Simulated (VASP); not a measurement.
# GaP (zincblende type) (F-43m) in VASP: relaxation of cell and atoms with PBE

Aim: the relaxation of cell and atoms of GaP (zincblende type) with PBE.

All numbers are computed with VASP 6.6.1; they aren't measurements. Logs are shortened: lines on timing, memory, paths and dates and some standing lists are left out, and cuts for length are marked.

## 1. The cell of the first run

It takes space group F-43m (No. 216, cubic). The conventional cell has a = 5.421 Å, b = 5.421 Å, c = 5.421 Å, α = 90.00°, β = 90.00°, γ = 90.00°. Ga (site symmetry -43m) has 4 P at 2.35 Å within 3.1 Å. P (site symmetry -43m) has 4 Ga at 2.35 Å within 3.1 Å.

## 2. Relaxation of cell and atoms, PBE

INCAR reads:

```
SYSTEM = GaP
PREC = Accurate ; ENCUT = 600
EDIFF = 1E-7 ; ISMEAR = -1
SIGMA = 0.03 ; LREAL = .FALSE.
LASPH = .TRUE. ; NELM = 100
ALGO = Normal ; ISIF = 3
LWAVE = .FALSE. ; LCHARG = .FALSE.
GGA = PE ; IBRION = 2
NSW = 100 ; EDIFFG = -0.005
```

KPOINTS reads:

```
regular mesh
0
G
  13 13 13
  0 0 0
```

POSCAR reads:

```
GaP
1.0
    0.0000000000      2.7103316823      2.7103316823
    2.7103316823      0.0000000000      2.7103316823
    2.7103316823      2.7103316823      0.0000000000
Ga P
1 1
Direct
    0.0000000000      0.0000000000      0.0000000000
    0.2500000000      0.2500000000      0.2500000000
```

Potentials or basis: VASP PAW PBE potentials, release 64 (Ga_d, P).

Started as:

```bash
cat potpaw_PBE.64/Ga_d/POTCAR potpaw_PBE.64/P/POTCAR > POTCAR
mpirun -np 1 vasp_std > vasp.out
```

OUTCAR:

```text
SYSTEM = GaP
   PREC = Accurate
   ENCUT = 600
   EDIFF = 1E-7
   ISMEAR = -1
   LREAL = .FALSE.
   LASPH = .TRUE.
   NELM = 100
   ISIF = 3
   GGA = PE
   IBRION = 2
   NSW = 100
   EDIFFG = -0.005

 ion  position               nearest neighbor table
   1  0.000  0.000  0.000-   2 2.35   2 2.35   2 2.35   2 2.35
   2  0.250  0.250  0.250-   1 2.35   1 2.35   1 2.35   1 2.35

  LATTYP: Found a face centered cubic cell.
 ALAT       =     5.4206633646

  Lattice vectors:

 A1 = (   0.0000000000,   2.7103316823,   2.7103316823)
 A2 = (   2.7103316823,   0.0000000000,   2.7103316823)
 A3 = (   2.7103316823,   2.7103316823,   0.0000000000)

Analysis of symmetry for initial positions (statically):
=====================================================================
 Subroutine PRICEL returns:
 Original cell was already a primitive cell.

 Routine SETGRP: Setting up the symmetry group for a
 face centered cubic supercell.

 Subroutine GETGRP returns: Found 24 space group operations
 (whereof 24 operations were pure point group operations)
 out of a pool of 48 trial point group operations.

The static configuration has the point symmetry T_d .

Analysis of symmetry for dynamics (positions and initial velocities):
=====================================================================
 Subroutine PRICEL returns:
 Original cell was already a primitive cell.

 Routine SETGRP: Setting up the symmetry group for a
 face centered cubic supercell.

 Subroutine GETGRP returns: Found 24 space group operations
 (whereof 24 operations were pure point group operations)
 out of a pool of 48 trial point group operations.

The dynamic configuration has the point symmetry T_d .

 Subroutine INISYM returns: Found 24 space group operations
 (whereof 24 operations are pure point group operations),
 and found     1 'primitive' translations

----------------------------------------------------------------------------------------

                                     Primitive cell

  volume of cell :      39.8196

  direct lattice vectors                    reciprocal lattice vectors
     0.000000000  2.710331682  2.710331682    -0.184479266  0.184479266  0.184479266
     2.710331682  0.000000000  2.710331682     0.184479266 -0.184479266  0.184479266
     2.710331682  2.710331682  0.000000000     0.184479266  0.184479266 -0.184479266

  length of vectors
     3.832987824  3.832987824  3.832987824     0.319527462  0.319527462  0.319527462

  position of ions in fractional coordinates (direct lattice)
     0.000000000  0.000000000  0.000000000
     0.250000000  0.250000000  0.250000000

  ion indices of the primitive-cell ions
   primitive index   ion index
                 1           1
                 2           2

----------------------------------------------------------------------------------------

 KPOINTS: regular mesh

Automatic generation of k-mesh.
 Grid dimensions read from file:
 generate k-points for:   13   13   13

 Generating k-lattice:

  Cartesian coordinates                     Fractional coordinates (reciprocal lattice)
    -0.014190713  0.014190713  0.014190713     0.076923077  0.000000000  0.000000000
     0.014190713 -0.014190713  0.014190713     0.000000000  0.076923077  0.000000000
     0.014190713  0.014190713 -0.014190713     0.000000000  0.000000000  0.076923077

  Length of vectors
     0.024579036  0.024579036  0.024579036

  Shift w.r.t. Gamma in fractional coordinates (k-lattice)
     0.000000000  0.000000000  0.000000000

 Subroutine IBZKPT returns following result:
 ===========================================

 Found     84 irreducible k-points:

 Following reciprocal coordinates:
            Coordinates               Weight
  0.000000  0.000000  0.000000      1.000000
  0.076923  0.000000  0.000000      8.000000
  0.153846  0.000000  0.000000      8.000000
  0.230769  0.000000  0.000000      8.000000
  0.307692  0.000000  0.000000      8.000000
  0.384615  0.000000  0.000000      8.000000
[... 16 lines left out ...]
  0.384615  0.153846  0.000000     24.000000
  0.461538  0.153846  0.000000     24.000000
 [... further k-points ...]
   k-points           NKPTS =     84   k-points in BZ     NKDIM =     84   number of bands    NBANDS=     13
   number of dos      NEDOS =    301   number of ions     NIONS =      2
   total plane-waves  NPLWV =  32768
   dimension x,y,z NGX =    32 NGY =   32 NGZ =   32
   dimension x,y,z NGXF=    64 NGYF=   64 NGZF=   64
   ions per type =               1   1
   NGX,Y,Z   is equivalent  to a cutoff of  13.88, 13.88, 13.88 a.u.
   NGXF,Y,Z  is equivalent  to a cutoff of  27.76, 27.76, 27.76 a.u.
 SYSTEM =  GaP
   PREC   = accura    normal or accurate (medium, high low for compatibility)
   ISTART =      0    job   : 0-new  1-cont  2-samecut
   ICHARG =      2    charge: 1-file 2-atom 10-const
   ISPIN  =      1    spin polarized calculation?
   LNONCOLLINEAR =      F non collinear calculations
   LSORBIT =      F    spin-orbit coupling
   LASPH  =      T    aspherical Exc in radial PAW
   ENCUT  =  600.0 eV  44.10 Ry    6.64 a.u.   7.66  7.66  7.66*2*pi/ulx,y,z
   NELM   =    100;   NELMIN=  2; NELMDL= -5     # of ELM steps
   EDIFF  = 0.1E-06   stopping-criterion for ELM
   LREAL  =      F    real-space projection
   EDIFFG = -.5E-02   stopping-criterion for IOM
   NSW    =    100    number of steps for IOM
   IBRION =      2    ionic relax: 0-MD 1-quasi-New 2-CG
   NFREE  =      1    steps in history (QN), initial steepest desc. (CG)
   ISIF   =      3    stress and relaxation
   ISYM   =      2    0-nonsym 1-usesym 2-fastsym
   POTIM  = 0.5000    time-step for ionic-motion
   TEBEG  =    0.0;   TEEND  =   0.0 temperature during run
   PSTRESS=    0.0 pullay stress
   NELECT =      18.0000    total number of electrons
   NUPDOWN=      -1.0000    fix difference up-down
   EMIN   =  10.00;   EMAX   =-10.00  energy-range for DOS
   EFERMI =   0.00;   METHOD = LEGACY
   ISMEAR =    -1;   SIGMA  =   0.03  broadening in eV -4-tet -1-fermi 0-gaus
   EFERMI_NEDOS =   21; number of points for ismear=-14 and -15
   IALGO  =     38    algorithm
   IMIX   =      4    mixing-type and parameters
     AMIX     =   0.40;   BMIX     =  1.00
     AMIX_MAG =   1.60;   BMIX_MAG =  1.00
  volume/ion in A,a.u.               =      19.91       134.36
  Fermi-wavevector in a.u.,A,eV,Ry     =   1.256415  2.374281 21.477878  1.578579
  Thomas-Fermi vector in A             =   2.390124
   LORBIT       =      0    0 simple, 1 ext, 2 COOP (PROOUT), +10 PAW based schemes
   GGA     = PE    functional components
   LHFCALC =     F    Hartree Fock is set to
   AEXX    =    0.0000 exact exchange contribution
   IVDW    =     0    specifies the selected vdW correction
   LEPSILON=     F    determine dielectric tensor
   LRPA    =     F    only Hartree local field effects (RPA)
 conjugate gradient relaxation of ions
 non-spin polarized calculation
  energy-cutoff  :      600.00
  volume of cell :       39.82
 maximum number of plane-waves:      1363
   NGX = 15   NGY = 15   NGZ = 15

--------------------------------------- Ionic step        1  -------------------------------------------

 number of electron      18.0000007 magnetization

 Free energy of the ion-electron system (eV)
  ---------------------------------------------------
  ext. energy  EPLUGINS =         0.00000000
  ---------------------------------------------------
  free energy    TOTEN  =        -9.10515239 eV

  energy without entropy =       -9.10515239  energy(sigma->0) =       -9.10515239

------------------------ aborting loop because EDIFF is reached ----------------------------------------

  FORCE on cell =-STRESS in cart. coord.  units (eV):
  Direction    XX          YY          ZZ          XY          YZ          ZX
  --------------------------------------------------------------------------------------
  -------------------------------------------------------------------------------------
  Total        0.9837804      0.9837804      0.9837804      0.0000000      0.0000000     -0.0000000
  in kB       39.5832479     39.5832479     39.5832479      0.0000000      0.0000000     -0.0000000
  external PRESSURE =      39.5832479 kB  Pullay stress =       0.0000000 kB

 VOLUME and BASIS-vectors are now :
 -----------------------------------------------------------------------------
  energy-cutoff  :      600.00
  volume of cell :       39.82
      direct lattice vectors                 reciprocal lattice vectors
     0.000000000  2.710331682  2.710331682    -0.184479266  0.184479266  0.184479266
     2.710331682  0.000000000  2.710331682     0.184479266 -0.184479266  0.184479266
     2.710331682  2.710331682  0.000000000     0.184479266  0.184479266 -0.184479266
[... 37 lines left out ...]
 POSITION                                       TOTAL-FORCE (eV/Angst)
 -----------------------------------------------------------------------------------
      2.77465      0.00000      2.77465        -0.000000     -0.000000     -0.000000
      1.38732      1.38732      1.38732         0.000000      0.000000      0.000000
 -----------------------------------------------------------------------------------
    total drift:                                0.000002      0.000002      0.000001

  FREE ENERGIE OF THE ION-ELECTRON SYSTEM (eV)
  ---------------------------------------------------
  free  energy   TOTEN  =        -9.1221326428 eV

  energy  without entropy=       -9.1221326428  energy(sigma->0) =       -9.12213264

--------------------------------------- Ionic step        3  -------------------------------------------

 number of electron      17.9999991 magnetization

 Free energy of the ion-electron system (eV)
  ---------------------------------------------------
  ext. energy  EPLUGINS =         0.00000000
  ---------------------------------------------------
  free energy    TOTEN  =        -9.12760176 eV

  energy without entropy =       -9.12760176  energy(sigma->0) =       -9.12760176

 E-fermi :   4.9252     XC(G=0):  -9.6969

 val. band max:        4.3482753349   @ k =   0.0000   0.0000   0.0000
 cond. band min:       5.9269541280   @ k =   0.0000   0.0000   0.0000
 fundamental gap:      1.5786787931
 Fermi energy:         4.9252275163

 k-point     1 :       0.0000    0.0000    0.0000
  band No.  band energies     occupation
      1     -10.1538      2.00000
      2     -10.1538      2.00000
      3     -10.1538      2.00000
      4     -10.0629      2.00000
      5     -10.0629      2.00000
      6      -7.9207      2.00000
      7       4.3483      2.00000
      8       4.3483      2.00000
      9       4.3483      2.00000
     10       5.9270      0.00000
     11       8.2450      0.00000
     12       8.2450      0.00000
     13       8.2450      0.00000

 k-point     2 :       0.0769    0.0000    0.0000
  band No.  band energies     occupation
      1     -10.1584      2.00000
      2     -10.1521      2.00000
      3     -10.1521      2.00000
      4     -10.0629      2.00000
      5     -10.0629      2.00000
      6      -7.8465      2.00000
      7       3.5421      2.00000
      8       4.2582      2.00000
      9       4.2582      2.00000
     10       6.4174      0.00000
     11       8.3853      0.00000
[... 339 lines left out ...]
 k-point    24 :       0.4615    0.1538    0.0000
  band No.  band energies     occupation
      1     -10.2265      2.00000
      2     -10.1278      2.00000
      3     -10.1228      2.00000
      4     -10.0670      2.00000
      5     -10.0537      2.00000
      6      -5.9960      2.00000
      7      -1.5844      2.00000
      8       2.1240      2.00000
      9       2.8184      2.00000
     10       7.0185      0.00000
     11       8.8988      0.00000
     12      10.1404      0.00000
     13      11.2608      0.00000

 [... further k-points ...]

------------------------ aborting loop because EDIFF is reached ----------------------------------------

  FORCE on cell =-STRESS in cart. coord.  units (eV):
  Direction    XX          YY          ZZ          XY          YZ          ZX
  --------------------------------------------------------------------------------------
  -------------------------------------------------------------------------------------
  Total       -0.0010171     -0.0010171     -0.0010171      0.0000000      0.0000000      0.0000000
  in kB       -0.0390626     -0.0390626     -0.0390626      0.0000000      0.0000000      0.0000000
  external PRESSURE =      -0.0390626 kB  Pullay stress =       0.0000000 kB

 VOLUME and BASIS-vectors are now :
 -----------------------------------------------------------------------------
  energy-cutoff  :      600.00
  volume of cell :       41.72
      direct lattice vectors                 reciprocal lattice vectors
    -0.000000000  2.752747366  2.752747366    -0.181636719  0.181636719  0.181636719
     2.752747366  0.000000000  2.752747366     0.181636719 -0.181636719  0.181636719
     2.752747366  2.752747366 -0.000000000     0.181636719  0.181636719 -0.181636719

 POSITION                                       TOTAL-FORCE (eV/Angst)
 -----------------------------------------------------------------------------------
      0.00000      0.00000      0.00000        -0.000000      0.000000      0.000000
      1.37637      1.37637      1.37637         0.000000     -0.000000     -0.000000
 -----------------------------------------------------------------------------------
    total drift:                                0.000001      0.000001      0.000002

  FREE ENERGIE OF THE ION-ELECTRON SYSTEM (eV)
  ---------------------------------------------------
  free  energy   TOTEN  =        -9.1276017571 eV

  energy  without entropy=       -9.1276017571  energy(sigma->0) =       -9.12760176

 reached required accuracy - stopping structural energy minimisation
```

Run time: 2.4 min. Hardware: 1 thread of Intel Xeon 8259CL, shared host; peak memory 0.22 GiB.

What came out:

* Free energy: -9.1276 eV
* Relaxed volume: 20.86 Å³/atom
* Relaxed cell: a = 3.893 Å, b = 3.893 Å, c = 3.893 Å, α = 60.00°, β = 60.00°, γ = 60.00°
* Space group after relaxing (to 0.1 Å): F-43m (No. 216)
* Energy gained by relaxing: 11.2 meV/atom
* Ionic steps: 3
* Pressure after relaxing: 0.0 GPa
* Band gap on the k mesh: 1.58 eV

Step by step:
```csv
step,energy change (eV),largest force (eV/Å),pressure (GPa),volume (Å³)
1,0.0000,0.0000,3.96,39.82
2,-0.0170,0.0000,-1.69,42.72
3,-0.0224,0.0000,0.00,41.72
```

Final structure:
```yaml
crystal:
  lattice:
    - [0.00000, 2.75275, 2.75275]
    - [2.75275, 0.00000, 2.75275]
    - [2.75275, 2.75275, 0.00000]
  atoms:
    - { symbol: Ga, position: [0.00000, 0.00000, 0.00000] }
    - { symbol: P, position: [0.25000, 0.25000, 0.25000] }
```

Caveat: an odd mesh through Γ misses points on the zone boundary, where band edges can lie.
